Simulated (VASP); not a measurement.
# MnAs (P6_3/mmc) in VASP: further runs, part 2 of 2

VASP 6.6.1. Earlier steps stand in the parts before.

## (3) Single point, PBEsol, non-collinear spin, typed start, spin-orbit coupling

The input, INCAR:

```
SYSTEM = MnAs
PREC = Accurate
ENCUT = 520
EDIFF = 1E-7
ISMEAR = -1
SIGMA = 0.05
LREAL = .FALSE.
LASPH = .TRUE.
NELM = 150
ALGO = Normal
ISIF = 2
LWAVE = .FALSE.
LCHARG = .FALSE.
LNONCOLLINEAR = .TRUE.
MAGMOM = 0 0 0 0 0 0 0 0 4 0 0 4
LORBIT = 11
LSORBIT = .TRUE.
GGA_COMPAT = .FALSE.
LORBMOM = .TRUE.
LMAXMIX = 4
GGA = PS
NBANDS = 50
```

The input, KPOINTS:

```
Automatic mesh
0
G
  6 6 4
  0 0 0
```

The input, POSCAR:

```
MnAs
1.0
    3.7100000000      0.0000000000      0.0000000000
   -1.8550000000      3.2129542480      0.0000000000
    0.0000000000      0.0000000000      5.6910000000
As Mn
2 2
Direct
    0.6666666667      0.3333333333      0.7500000000
    0.3333333333      0.6666666667      0.2500000000
    0.0000000000      0.0000000000      0.5000000000
    0.0000000000      0.0000000000      0.0000000000
```

Potentials or basis: VASP PAW PBE potentials, release 64 (As, Mn_pv).

The run is started by

```console
$ cat potpaw_PBE.64/As/POTCAR potpaw_PBE.64/Mn_pv/POTCAR > POTCAR
$ mpirun -np 1 vasp_ncl > vasp.out
```

OUTCAR:

```text
SYSTEM = MnAs
   PREC = Accurate
   ENCUT = 520
   EDIFF = 1E-7
   ISMEAR = -1
   LREAL = .FALSE.
   LASPH = .TRUE.
   NELM = 150
   ISIF = 2
   LNONCOLLINEAR = .TRUE.
   LORBIT = 11
   LSORBIT = .TRUE.
   GGA = PS

 ion  position               nearest neighbor table
   1  0.667  0.333  0.750-   3 2.57   4 2.57   3 2.57   4 2.57   3 2.57   4 2.57
   2  0.333  0.667  0.250-   3 2.57   4 2.57   3 2.57   4 2.57   3 2.57   4 2.57
   3  0.000  0.000  0.500-   1 2.57   2 2.57   2 2.57   1 2.57   1 2.57   2 2.57   4 2.85   4 2.85

   4  0.000  0.000  0.000-   1 2.57   2 2.57   2 2.57   1 2.57   1 2.57   2 2.57   3 2.85   3 2.85

  LATTYP: Found a hexagonal cell.
 ALAT       =     3.7100000000
 C/A-ratio  =     1.5339622642

  Lattice vectors:

 A1 = (   3.7100000000,   0.0000000000,   0.0000000000)
 A2 = (  -1.8550000000,   3.2129542480,   0.0000000000)
 A3 = (   0.0000000000,   0.0000000000,   5.6910000000)

Analysis of symmetry for initial positions (statically):
=====================================================================
 Subroutine PRICEL returns:
 Original cell was already a primitive cell.

 Routine SETGRP: Setting up the symmetry group for a
 hexagonal supercell.

 Subroutine GETGRP returns: Found 24 space group operations
 (whereof 12 operations were pure point group operations)
 out of a pool of 24 trial point group operations.

The static configuration has the point symmetry D_3d.
 The point group associated with its full space group is D_6h.

Analysis of symmetry for dynamics (positions and initial velocities):
=====================================================================
 Subroutine PRICEL returns:
 Original cell was already a primitive cell.

 Routine SETGRP: Setting up the symmetry group for a
 hexagonal supercell.

 Subroutine GETGRP returns: Found 24 space group operations
 (whereof 12 operations were pure point group operations)
 out of a pool of 24 trial point group operations.

The dynamic configuration has the point symmetry D_3d.
 The point group associated with its full space group is D_6h.

Analysis of structural, dynamic, and magnetic symmetry:
=====================================================================
 Subroutine PRICEL returns:
 Original cell was already a primitive cell.

 Routine SETGRP: Setting up the symmetry group for a
 hexagonal supercell.
[... 1446 lines left out ...]

 orbital moment (z)

 # of ion     p       d       tot
 ----------------------------------------
  1        -0.000  -0.001  -0.001
  2        -0.000  -0.001  -0.001
  3        -0.001   0.020   0.019
  4        -0.001   0.020   0.019
 ----------------------------------------
           -0.002   0.038   0.036

 Spin-Orbit-Coupling matrix elements

 Ion:    1  E_soc:     -0.0246789
 l=   1
     0.0000000    -0.0041282    -0.0040650
    -0.0041282     0.0000000    -0.0041282
    -0.0040650    -0.0041282     0.0000000
 l=   2
     0.0000000    -0.0000013     0.0000000    -0.0000013    -0.0000061
    -0.0000013     0.0000000    -0.0000037     0.0000008    -0.0000013
     0.0000000    -0.0000037     0.0000000    -0.0000037     0.0000000
    -0.0000013     0.0000008    -0.0000037     0.0000000    -0.0000013
    -0.0000061    -0.0000013     0.0000000    -0.0000013     0.0000000
 l=   3
     0.0000000     0.0000000     0.0000000     0.0000000     0.0000000     0.0000000     0.0000000
     0.0000000     0.0000000     0.0000000     0.0000000     0.0000000     0.0000000     0.0000000
     0.0000000     0.0000000     0.0000000     0.0000000     0.0000000     0.0000000     0.0000000
     0.0000000     0.0000000     0.0000000     0.0000000     0.0000000     0.0000000     0.0000000
[... 49 lines left out ...]
 l=   2
     0.0000000    -0.0002675     0.0000000    -0.0002675    -0.0004920
    -0.0002675     0.0000000    -0.0007195    -0.0001763    -0.0002675
     0.0000000    -0.0007195     0.0000000    -0.0007195     0.0000000
    -0.0002675    -0.0001763    -0.0007195     0.0000000    -0.0002675
    -0.0004920    -0.0002675     0.0000000    -0.0002675     0.0000000
 l=   3
     0.0000000     0.0000000     0.0000000     0.0000000     0.0000000     0.0000000     0.0000000
     0.0000000     0.0000000     0.0000000     0.0000000     0.0000000     0.0000000     0.0000000
     0.0000000     0.0000000     0.0000000     0.0000000     0.0000000     0.0000000     0.0000000
     0.0000000     0.0000000     0.0000000     0.0000000     0.0000000     0.0000000     0.0000000
     0.0000000     0.0000000     0.0000000     0.0000000     0.0000000     0.0000000     0.0000000
     0.0000000     0.0000000     0.0000000     0.0000000     0.0000000     0.0000000     0.0000000
     0.0000000     0.0000000     0.0000000     0.0000000     0.0000000     0.0000000     0.0000000

 total charge

# of ion       s       p       d       tot
------------------------------------------
    1        1.228   1.500   0.050   2.778
    2        1.228   1.500   0.050   2.778
    3        0.282   6.242   5.060  11.584
    4        0.282   6.242   5.060  11.584
--------------------------------------------------
tot          3.021  15.483  10.220  28.724

 magnetization (x)

# of ion       s       p       d       tot
------------------------------------------
    1       -0.000   0.000   0.000  -0.000
    2        0.000   0.000   0.000   0.000
    3        0.000  -0.000  -0.000  -0.000
    4       -0.000   0.000   0.000   0.000
--------------------------------------------------
tot         -0.000   0.000   0.000   0.000

 magnetization (y)

# of ion       s       p       d       tot
------------------------------------------
    1       -0.000   0.000   0.000  -0.000
    2       -0.000   0.000   0.000  -0.000
    3        0.000   0.000   0.000   0.000
    4        0.000   0.000   0.000   0.000
--------------------------------------------------
tot         -0.000   0.000   0.000   0.000

 magnetization (z)

# of ion       s       p       d       tot
------------------------------------------
    1        0.009  -0.138   0.008  -0.122
    2        0.009  -0.138   0.008  -0.122
    3        0.035   0.023   3.098   3.155
    4        0.035   0.023   3.098   3.155
--------------------------------------------------
tot          0.087  -0.231   6.211   6.067
```

Wall time 4.7 min (1 thread of Intel Xeon Platinum 8488C (Sapphire Rapids), shared host); peak memory 0.38 GiB.

Results:

```yaml
Free_energy: -30.3266 eV
Pressure: -8.6 GPa
Net_moment: 6.20 μB per cell
Valence_electrons_inside_the_program's_atomic_spheres: As 2.78; Mn 11.58
```

Stress tensor (GPa, compression positive):
```
 -7.80   0.00   0.00
  0.00  -7.80   0.00
  0.00   0.00 -10.25
```

Moments on the atoms (μB; x, y, z):
```
As   0.00  0.00 -0.12
As   0.00  0.00 -0.12
Mn   0.00  0.00  3.15
Mn   0.00  0.00  3.15
```

Caveat: the cell stands under tension; the PAW data sets were made with another functional, which shifts forces and pressure a little.

## (4) Single point, PBE, collinear spin, ferromagnetic start

This run uses another cell than the first one, of 17.98 Å³/atom.

The input, INCAR:

```
PREC = Accurate
ENCUT = 520
EDIFF = 1E-6
ISMEAR = -1
SIGMA = 0.05
LREAL = F
LASPH = T
NELM = 150
ALGO = Normal
ISIF = 2
LWAVE = F
LCHARG = F
ISPIN = 2
MAGMOM = 0 0 4 4
LORBIT = 11
LMAXMIX = 4
GGA = PE
NBANDS = 30
```

The input, KPOINTS:

```
regular mesh
0
Gamma
  8 8 5
```

The input, POSCAR:

```
MnAs
1.0
    3.7827635712      0.0000000000      0.0000000000
   -1.8913817856      3.2759693491      0.0000000000
    0.0000000000      0.0000000000      5.8026165724
As Mn
2 2
Direct
    0.6666666667      0.3333333333      0.7500000000
    0.3333333333      0.6666666667      0.2500000000
    0.0000000000      0.0000000000      0.5000000000
    0.0000000000      0.0000000000      0.0000000000
```

The run is started by

```console
$ cat potpaw_PBE.64/As/POTCAR potpaw_PBE.64/Mn_pv/POTCAR > POTCAR
$ mpirun -np 1 vasp_std > vasp.out
```

It took 4.1 min on 1 thread of AMD EPYC 7R43 (Zen 3), shared host; peak memory 0.24 GiB.

It converged, with:

```yaml
Free_energy: -28.1055 eV
Pressure: -6.1 GPa
Net_moment: 6.73 μB per cell
Site_moments: As -0.13; Mn +3.42 μB
Valence_electrons_inside_the_program's_atomic_spheres: As 2.76; Mn 11.50
```

Stress tensor (GPa, compression positive):
```
-5.32  0.00  0.00
 0.00 -5.32  0.00
 0.00  0.00 -7.56
```

Levels at points of the mesh, in eV from the Fermi level:
Spin up:
```csv
k point,band 17,band 18,band 19,band 20,band 21,band 22,band 23,band 24,band 25,band 26
"(0.00, 0.00, 0.00)",-1.98,-1.98,-0.73,0.53,0.53,1.41,2.57,2.57,3.68,4.35
"(0.50, 0.00, 0.00)",-2.25,-2.20,-2.02,-1.95,-1.78,-0.85,0.82,2.85,4.54,4.63
```
Spin down:
```
           k point  band 11  band 12  band 13  band 14  band 15  band 16  band 17  band 18  band 19  band 20
(0.00, 0.00, 0.00)    -2.59    -0.89     0.08     0.08     0.19     0.19     0.46     0.46     1.24     1.36
(0.50, 0.00, 0.00)    -3.07    -2.87    -2.46    -1.92    -1.04     0.77     0.86     0.90     0.97     1.46
```

Caveat: the cell stands under tension; only a ferromagnetic start was run, and an antiferromagnetic order may lie lower in energy.

## (5) Single point, PBE+D3(BJ), collinear spin, ferromagnetic start

This run uses another cell than the first one, of 15.09 Å³/atom.

The input, INCAR:

```
SYSTEM = MnAs
PREC     = Accurate       ! precision mode
ENCUT    = 520            ! plane-wave cutoff, eV
EDIFF    = 1E-7           ! SCF threshold, eV
ISMEAR   = -1             ! smearing method
SIGMA    = 0.05           ! smearing width, eV
LREAL    = .False.        ! projectors in reciprocal space
LASPH    = .True.         ! aspherical terms in the spheres
NELM     = 150            ! most SCF steps
ALGO     = Normal         ! electronic algorithm
ISIF     = 2              ! what is computed and relaxed
LWAVE    = .False.        ! write WAVECAR
LCHARG   = .True.         ! write CHGCAR
ISPIN    = 2              ! spin polarisation
MAGMOM   = 0 0 4 4        ! initial moments
LORBIT   = 11             ! projections on sites
LMAXMIX  = 4              ! l up to which the mixer works
GGA      = PE             ! functional
IVDW     = 12             ! dispersion correction
LELF     = .True.         ! ELF
LVHAR    = .True.       
NBANDS   = 30             ! bands
```

The input, KPOINTS:

```
regular mesh
0
Gamma
  8 8 5
  0 0 0
```

The input, POSCAR:

```
MnAs
1.0
    3.5853581526      0.0000000000      0.0000000000
   -1.7926790763      3.1050112418      0.0000000000
    0.0000000000      0.0000000000      5.4208767316
As Mn
2 2
Direct
    0.6666666667      0.3333333333      0.7500000000
    0.3333333333      0.6666666667      0.2500000000
    0.0000000000      0.0000000000      0.5000000000
    0.0000000000      0.0000000000      0.0000000000
```

The run is started by

```console
$ cat potpaw_PBE.64/As/POTCAR potpaw_PBE.64/Mn_pv/POTCAR > POTCAR
$ mpirun -np 1 vasp_std > vasp.out
```

Run time: 55 s. Hardware: 1 thread of Intel Xeon 6975P-C (Granite Rapids), shared host; peak memory 0.25 GiB.

Results (log left out):

```yaml
Free_energy: -29.9102 eV
Pressure: 0.2 GPa
Net_moment: 5.20 μB per cell
Site_moments: As -0.10; Mn +2.66 μB
Valence_electrons_inside_the_program's_atomic_spheres: As 2.85; Mn 11.76
Dispersion_energy_per_atom: -0.418 eV
```

Levels at points of the mesh, in eV from the Fermi level:
Spin up:
| k point | band 19 | band 20 | band 21 | band 22 | band 23 | band 24 |
| --- | --- | --- | --- | --- | --- | --- |
| (0.00, 0.00, 0.00) | 0.20 | 0.75 | 0.75 | 1.95 | 3.58 | 3.58 |
| (0.50, 0.00, 0.00) | -1.79 | -1.47 | -1.24 | 0.18 | 1.76 | 3.96 |
Spin down:
| k point | band 11 | band 12 | band 13 | band 14 | band 15 | band 16 | band 17 | band 18 | band 19 | band 20 |
| --- | --- | --- | --- | --- | --- | --- | --- | --- | --- | --- |
| (0.00, 0.00, 0.00) | -3.34 | -1.61 | -0.55 | -0.55 | -0.29 | -0.29 | 0.73 | 0.73 | 1.15 | 1.15 |
| (0.50, 0.00, 0.00) | -3.59 | -3.55 | -3.18 | -2.23 | -1.82 | 0.47 | 0.56 | 0.60 | 0.60 | 1.27 |

Caveat: only a ferromagnetic start was run, and an antiferromagnetic order may lie lower in energy.

## (6) Single point, PBE, collinear spin, ferromagnetic start

The input, INCAR:

```
PREC     = Accurate       # precision mode
ENCUT    = 520            # plane-wave cutoff, eV
EDIFF    = 1E-6           # SCF threshold, eV
ISMEAR   = 0              # smearing method
SIGMA    = 0.015          # smearing width, eV
LREAL    = F              # projectors in reciprocal space
LASPH    = T              # aspherical terms in the spheres
NELM     = 150            # most SCF steps
ALGO     = Normal         # electronic algorithm
ISIF     = 2              # what is computed and relaxed
LWAVE    = F              # write WAVECAR
LCHARG   = F              # write CHGCAR
ISPIN    = 2              # spin polarisation
MAGMOM   = 0 0 4 4        # initial moments
LORBIT   = 11             # projections on sites
LMAXMIX  = 4              # l up to which the mixer works
GGA      = PE             # functional
NBANDS   = 30             # bands
```

The input, KPOINTS:

```
Automatic mesh
0
Gamma
  8 8 5
```

The input, POSCAR:

```
MnAs
1.0
    3.7100000000      0.0000000000      0.0000000000
   -1.8550000000      3.2129542480      0.0000000000
    0.0000000000      0.0000000000      5.6910000000
As Mn
2 2
Direct
    0.6666666667      0.3333333333      0.7500000000
    0.3333333333      0.6666666667      0.2500000000
    0.0000000000      0.0000000000      0.5000000000
    0.0000000000      0.0000000000      0.0000000000
```

Potentials or basis: VASP PAW PBE potentials, release 64 (As, Mn_pv).

The run is started by

```console
$ cat potpaw_PBE.64/As/POTCAR potpaw_PBE.64/Mn_pv/POTCAR > POTCAR
$ mpirun -np 1 vasp_std > vasp.out
```

Wall time 48 s (1 thread of Intel Xeon 6975P-C (Granite Rapids), shared host); peak memory 0.25 GiB.

It converged, with:

- Free energy: -28.2187 eV
- Pressure: -3.2 GPa
- Net moment: 6.30 μB per cell
- Site moments: As -0.12; Mn +3.21 μB
- Valence electrons inside the program's atomic spheres: As 2.79; Mn 11.57

Stress tensor (GPa, compression positive):
```
-2.24  0.00  0.00
 0.00 -2.24  0.00
 0.00  0.00 -5.24
```

Levels at points of the mesh, in eV from the Fermi level:
Spin up:
```csv
k point,band 18,band 19,band 20,band 21,band 22,band 23,band 24,band 25
"(0.00, 0.00, 0.00)",-1.88,-0.50,0.56,0.56,1.48,2.83,2.83,3.80
"(0.50, 0.00, 0.00)",-2.13,-2.10,-1.92,-1.65,-0.59,1.03,3.13,4.73
```
Spin down:
| k point | band 11 | band 12 | band 13 | band 14 | band 15 | band 16 | band 17 | band 18 | band 19 | band 20 |
| --- | --- | --- | --- | --- | --- | --- | --- | --- | --- | --- |
| (0.00, 0.00, 0.00) | -2.85 | -1.16 | -0.13 | -0.13 | -0.01 | -0.01 | 0.50 | 0.50 | 1.27 | 1.27 |
| (0.50, 0.00, 0.00) | -3.31 | -3.15 | -2.72 | -2.05 | -1.33 | 0.64 | 0.73 | 0.76 | 0.82 | 1.37 |

Caveat: the cell stands under tension; only a ferromagnetic start was run, and an antiferromagnetic order may lie lower in energy.

## (7) Summary

| level | spin | cell | k mesh | smearing | grid for exact exchange (PRECFOCK) | share of exact exchange | screening parameter | gap on the mesh (eV) | pressure (GPa) | moment (μB) |
| --- | --- | --- | --- | --- | --- | --- | --- | --- | --- | --- |
| PBE-based screened hybrid with 25 % exact exchange | collinear, ferromagnetic start | a = 3.710, b = 3.710, c = 5.691 Å, angles 90.0, 90.0, 120.0°, 4 atoms | 4 × 4 × 3 | fermi-dirac 0.05 eV | Normal | 0.25 | 0.2 1/Å | none | 9.2 | 7.96 |
| PBEsol | non-collinear, typed start, SOC | a = 3.710, b = 3.710, c = 5.691 Å, angles 90.0, 90.0, 120.0°, 4 atoms | 6 × 6 × 4 | fermi-dirac 0.05 eV | - | - | - | - | -8.6 | 6.20 |
| PBE | collinear, ferromagnetic start | a = 3.783, b = 3.783, c = 5.803 Å, angles 90.0, 90.0, 120.0°, 4 atoms | 8 × 8 × 5 | fermi-dirac 0.05 eV | - | - | - | none | -6.1 | 6.73 |
| PBE+D3(BJ) | collinear, ferromagnetic start | a = 3.585, b = 3.585, c = 5.421 Å, angles 90.0, 90.0, 120.0°, 4 atoms | 8 × 8 × 5 | fermi-dirac 0.05 eV | - | - | - | none | 0.2 | 5.20 |
| PBE | collinear, ferromagnetic start | a = 3.710, b = 3.710, c = 5.691 Å, angles 90.0, 90.0, 120.0°, 4 atoms | 8 × 8 × 5 | gaussian 0.015 eV | - | - | - | none | -3.2 | 6.30 |

Alike in all rows: task single point; potentials or basis VASP PAW PBE potentials, release 64 (As, Mn_pv); cutoff (eV) 520.

Caveats: some runs use coarse meshes; the cell stands under tension (at least some runs); the PAW data sets were made with another functional, which shifts forces and pressure a little (at least some runs).

Total energies depend on the potentials used, so only differences within one code and one set of settings carry meaning.
